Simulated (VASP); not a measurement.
Runs of VASP 6.6.1 on CdSe. The structure is that of space group Fm-3m (No. 225), or close to it. The cells are those of the table. 

```csv
cell,gap on the mesh (eV),pressure (GPa)
"a = 4.016 Å, angles 60.0°, 2 atoms",none,2.3
"a = 3.974 Å, angles 60.0°, 2 atoms",none,(a)
"a = 4.136 Å, angles 60.0°, 2 atoms",none,-2.8
"a = 3.888 Å, angles 60.0°, 2 atoms",none,(b)
"a = 3.931 Å, angles 60.0°, 2 atoms",none,7.6
```

Alike in all rows: task single point; level PBE; potentials or basis VASP PAW PBE potentials, release 64 (Cd, Se); no spin polarisation; k mesh 12 × 12 × 12; cutoff (eV) 520; smearing gaussian 0.1 eV.

**Question.** Estimate the missing entries.

**Answer.** (a) 4.8; (b) 11.0.

Caveats: semilocal functionals underestimate gaps, so a narrow gap can read as zero; the cell stands under pressure (at least some runs).

A k mesh can miss the band edges, and the runs leave out spin-orbit coupling on Cd, Se.

A gap of «none» marks levels without a gap at the run's occupations.
